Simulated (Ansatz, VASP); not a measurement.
# Two plane-wave programs on Hg

File INCAR:

```
PREC     = Accurate       # precision mode
ENCUT    = 520            # plane-wave cutoff, eV
EDIFF    = 1E-8           # SCF threshold, eV
ISMEAR   = -1             # smearing method
SIGMA    = 0.05           # smearing width, eV
LREAL    = False          # projectors in reciprocal space
LASPH    = True           # aspherical terms in the spheres
NELM     = 60             # most SCF steps
ALGO     = Normal         # electronic algorithm
ISIF     = 2              # what is computed and relaxed
LWAVE    = False          # write WAVECAR
LCHARG   = False          # write CHGCAR
GGA      = PS             # functional
LEFG     = True         
NBANDS   = 25             # bands
```

Contents of KPOINTS:

```
Automatic mesh
0
Gamma
  8 8 9
```

File POSCAR:

```
Hg
1.0
    4.5400020208      0.0000000000      0.0000000000
   -2.2700010104      3.9317570832      0.0000000000
    0.0000000000      0.0000000000      3.8700000000
Hg
3
Direct
    0.3333333333      0.6666666667      0.5000000000
    0.0000000000      0.0000000000      0.0000000000
    0.6666666667      0.3333333333      0.5000000000
```

Input for Ansatz:

```yaml
crystal:
  lattice:
    - [4.5400020208, 0.0, 0.0]
    - [-2.2700010104, 3.9317570832, 0.0]
    - [0.0, 0.0, 3.87]
  atoms:
    - { symbol: Hg, position: [0.3333333333, 0.6666666667, 0.5] }
    - { symbol: Hg, position: [0.0, 0.0, 0.0] }
    - { symbol: Hg, position: [0.6666666667, 0.3333333333, 0.5] }
kpoints:
  mp_grid: { grid: [8, 8, 9] }
  band_path:
    path:
      - [0.0, 0.0, 0.0]
      - [0.5, 0.0, 0.0]
      - [0.3333333333, 0.3333333333, 0.0]
      - [0.0, 0.0, 0.0]
      - [0.0, 0.0, 0.5]
      - [0.5, 0.0, 0.5]
      - [0.3333333333, 0.3333333333, 0.5]
      - [0.0, 0.0, 0.5]
      - [0.5, 0.0, 0.5]
    npoints: 14
scf:
  occupations: { method: fermi_dirac, width: 0.05 }
hamiltonian:
  xc: pbesol
  pseudopotentials: { kind: paw }
output:
  forces: true
  stress: true
  eigenvalues: true
  efg: { contact_densities: true }
  populations: true
  bader: true
  dos: { projected: true, de: 0.2, e_range: [-14, 8] }
  write_density: true
  write_potential: true
  elf: true
  volumetric_format: npy
```

Alike in both runs: task electric field gradients; functional PBEsol; k mesh 8 × 8 × 9; occupations fermi-dirac, width 0.05 eV; no spin polarisation.

```csv
,VASP,Ansatz
version,VASP 6.6.1,Ansatz 0.2.0
potentials or method,"VASP PAW PBE potentials, release 64 (Hg)","PAW with Ansatz's default frozen-core files, scalar-relativistic"
plane-wave cutoff (eV),520,420
valence electrons in the cell,36,60
```

|  | VASP | Ansatz | Ansatz less VASP |
| --- | --- | --- | --- |
| pressure (GPa) | 8.6 | 7.8 | -0.82 |
| traceless stress, the component that is largest in VASP (GPa) | -8.87 | -8.28 | +0.591 |
| size of Vzz on the site where it differs most (V/Å²) | 338.4 | 259.0 | -79.42 |

VASP's potentials were made for PBE, not for PBEsol. VASP's potentials hold 36 valence electrons a cell and Ansatz's 60, so a difference there can come from the potentials and not from the codes.

Spin-orbit coupling is off throughout.
